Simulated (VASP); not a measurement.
# Si8O17 (a cell with a defect) in VASP: notebook, part 3 of 3

VASP 6.6.1.

## 5. Single point, PBE

The input, INCAR:

```
SYSTEM = Si8O17
ALGO = Normal
EDIFF = 1E-6
ENCUT = 520
GGA = PE
GGA_COMPAT = .False.
ISIF = 2
ISMEAR = -1
LASPH = .True.
LCHARG = .False.
LREAL = .False.
LWAVE = .False.
NBANDS = 85
NELM = 120
PREC = Accurate
SIGMA = 0.01
```

The input, KPOINTS:

```
k-points
0
Gamma
  1 1 1
  0 0 0
```

The input, POSCAR:

```
Si8O17
1.0
    0.0000000000      5.0813926900      7.0944098900
    5.0813926900      0.0000000000      7.0944098900
    5.0813926900      5.0813926900      0.0000000000
Si O
8 17
Direct
    0.2595348950      0.2591792838      0.4387506375
    0.7010882777      0.7707418198      0.9534278192
    0.1249865922      0.6632516244      0.1090270085
    0.5753149320      0.1777426278      0.6144581025
    0.4092457772      0.8391757459      0.3797723611
    0.9328006579      0.3282740670      0.8697884272
    0.0037271386      0.0050730295      0.2960406795
    0.5264935726      0.4851737981      0.7822139818
    0.1079210818      0.2496507303      0.6622051885
    0.5303477421      0.7637235256      0.1571464574
    0.4887084938      0.3361048579      0.7558398782
    1.0196633622      0.8259816179      0.2525579351
    0.4117370239      0.2892505250      0.4692275606
    0.8018817248      0.8160925927      1.0587217705
    0.1816674586      0.8959724182      0.4217795070
    0.7432708765      0.3405413248      0.8594535136
    0.0236958945      0.1613823601      0.0784629095
    0.5288831204      0.6499524881      0.5654450174
    0.3911608184      0.0418933817      0.3643342268
    0.8607437977      0.5546631432      0.8713000606
    0.3504549655      0.6089185561      0.9700456156
    0.7887711355      0.1359567985      0.4552513965
    0.1359673383      0.4565865267      0.2577654673
    0.6003479946      0.9640197501      0.7617703108
   -0.0002674676     -0.2218169657      0.9151020973
```

On the command line:

```bash
$ cat potpaw_PBE.64/Si/POTCAR potpaw_PBE.64/O/POTCAR > POTCAR
$ mpirun -np 1 vasp_gam > vasp.out
```

Run time: 2.3 min. Hardware: 1 thread of Intel Xeon 8259CL, shared host; peak memory 0.53 GiB.

Results (log left out):

```yaml
Free_energy: -192.7198 eV
Pressure: 1.2 GPa
Largest_force: 0.267 eV/Å
```

Forces in eV/Å, atoms in the order of the input:
```
Si  -0.017 -0.036 -0.009
Si  -0.023 -0.068 -0.069
Si   0.021  0.042  0.031
Si   0.003 -0.065  0.020
Si   0.009  0.020 -0.002
Si  -0.027  0.032  0.008
Si   0.033  0.004 -0.005
Si  -0.027  0.023  0.008
O    0.005 -0.013  0.046
O    0.013 -0.090 -0.042
O   -0.010 -0.010  0.018
O   -0.013  0.032  0.015
O    0.011 -0.032  0.008
O    0.201 -0.053 -0.168
O    0.059  0.015 -0.012
O   -0.040 -0.004  0.003
O   -0.028  0.006 -0.002
O   -0.010 -0.006  0.000
O    0.003 -0.003 -0.007
O    0.021 -0.001 -0.031
O   -0.017  0.050  0.039
O    0.004 -0.044 -0.001
O   -0.037 -0.017  0.011
O   -0.039  0.000  0.064
O   -0.093  0.220  0.078
```

Stress tensor (GPa, compression positive):
```
 0.64 -1.29 -1.89
-1.29  1.11  3.07
-1.89  3.07  1.95
```

Levels at points of the mesh, in eV from the Fermi level:
| k point | band 65 | band 66 | band 67 | band 68 | band 69 | band 70 |
| --- | --- | --- | --- | --- | --- | --- |
| (0.00, 0.00, 0.00) | -1.18 | -1.09 | -0.27 | 4.27 | 4.61 | 7.44 |

Caveat: the k points lie up to 0.98 Å⁻¹ apart.

## 6. Single point, PBE

The input, INCAR:

```
SYSTEM = Si8O17
PREC     = Accurate       ! precision mode
ENCUT    = 520            ! plane-wave cutoff, eV
EDIFF    = 1E-6           ! SCF threshold, eV
ISMEAR   = -1             ! smearing method
SIGMA    = 0.01           ! smearing width, eV
LREAL    = .FALSE.        ! projectors in reciprocal space
LASPH    = .TRUE.         ! aspherical terms in the spheres
NELM     = 120            ! most SCF steps
ALGO     = Normal         ! electronic algorithm
ISIF     = 2              ! what is computed and relaxed
LWAVE    = .FALSE.        ! write WAVECAR
LCHARG   = .FALSE.        ! write CHGCAR
GGA      = PE             ! functional
NBANDS   = 85             ! bands
GGA_COMPAT= .FALSE.
```

The input, KPOINTS:

```
regular mesh
0
G
  1 1 1
  0 0 0
```

The input, POSCAR:

```
Si8O17
1.0
    0.0000000000      5.0813926900      7.0944098900
    5.0813926900      0.0000000000      7.0944098900
    5.0813926900      5.0813926900      0.0000000000
Si O
8 17
Direct
    0.2656199027      0.2414298809      0.4645828638
    0.7409910222      0.7539118893      0.9541086337
    0.0892334490      0.6642179420      0.1313558793
    0.5934858567      0.1415926179      0.6569772324
    0.4295434123      0.8239811427      0.3780267265
    0.9225482366      0.3328549806      0.8767031809
    0.0091353430     -0.0036418628      0.2943456305
    0.5058146261      0.4924354200      0.7980373696
    0.1025423589      0.2303758171      0.6790345123
    0.6139042153      0.7125574843      0.1864850182
    0.4913399101      0.3293549878      0.7666327344
    0.9878216694      0.8455404004      0.2470016129
    0.4348804597      0.2457834820      0.4999707297
    0.9047331143      0.7641952650      1.0070390302
    0.2216031658      0.8631518905      0.3734358686
    0.7110740583      0.3690587672      0.8888758956
    0.0009626035      0.1765526542      0.0937769747
    0.5131544396      0.6580613667      0.5881170702
    0.3842708917      0.0411995909      0.3649752761
    0.8806849455      0.5513161874      0.8526323825
    0.2981174819      0.6249272959      0.9658251795
    0.8074244601      0.1088913577      0.4813692624
    0.1289573058      0.4533693520      0.2971756723
    0.5616346523      0.9611082069      0.8228058799
   -0.1119812564     -0.0746865596      0.7487307063
```

Potentials or basis: VASP PAW PBE potentials, release 64 (Si, O).

On the command line:

```bash
$ cat potpaw_PBE.64/Si/POTCAR potpaw_PBE.64/O/POTCAR > POTCAR
$ mpirun -np 1 vasp_gam > vasp.out
```

Wall time 2.2 min (1 thread of Intel Xeon 8259CL, shared host); peak memory 0.53 GiB.

Results (log left out):

- Free energy: -191.2343 eV
- Pressure: -0.2 GPa
- Largest force: 0.060 eV/Å

Forces in eV/Å, atoms in the order of the input:
```
Si  -0.016 -0.027 -0.002
Si  -0.007  0.038 -0.046
Si   0.007 -0.007  0.022
Si   0.006 -0.022  0.029
Si   0.005  0.024 -0.002
Si  -0.011  0.015  0.004
Si   0.024  0.002  0.002
Si   0.011  0.013 -0.003
O    0.004  0.001  0.008
O    0.006  0.001  0.010
O    0.002 -0.002  0.008
O    0.014  0.005 -0.017
O   -0.002  0.013 -0.001
O   -0.013 -0.030 -0.026
O   -0.015  0.000  0.008
O    0.002 -0.007  0.010
O   -0.014 -0.005 -0.006
O    0.005 -0.013 -0.018
O   -0.002 -0.006 -0.012
O   -0.001  0.001 -0.012
O   -0.008  0.012  0.007
O   -0.004 -0.007  0.016
O    0.001  0.012 -0.008
O    0.004 -0.006 -0.002
O    0.004 -0.005  0.031
```

Stress tensor (GPa, compression positive):
```
 0.60  0.40 -0.28
 0.40 -1.49  0.06
-0.28  0.06  0.22
```

Levels at points of the mesh, in eV from the Fermi level:
```tsv
k point	band 64	band 65	band 66	band 67	band 68	band 69	band 70	band 71
(0.00, 0.00, 0.00)	-1.08	-0.89	-0.46	-0.25	1.98	4.72	7.60	7.79
```

Caveat: the k points lie up to 0.98 Å⁻¹ apart.

## 7. The runs side by side

| cell | pressure (GPa) | largest force (eV/Å) |
| --- | --- | --- |
| as given, atomic positions A | 1.1 | 0.18 |
| as given, atomic positions B | 1.1 | 0.19 |
| as given, atomic positions C | 1.2 | 0.27 |
| as given, atomic positions D | -0.2 | 0.06 |

Alike in all rows: task single point; level PBE; potentials or basis VASP PAW PBE potentials, release 64 (Si, O); no spin polarisation; k mesh 1 × 1 × 1; cutoff (eV) 520; smearing fermi-dirac 0.01 eV.

Caveats: all runs use coarse meshes.

Absolute energies hang on the potentials; compare differences alone.
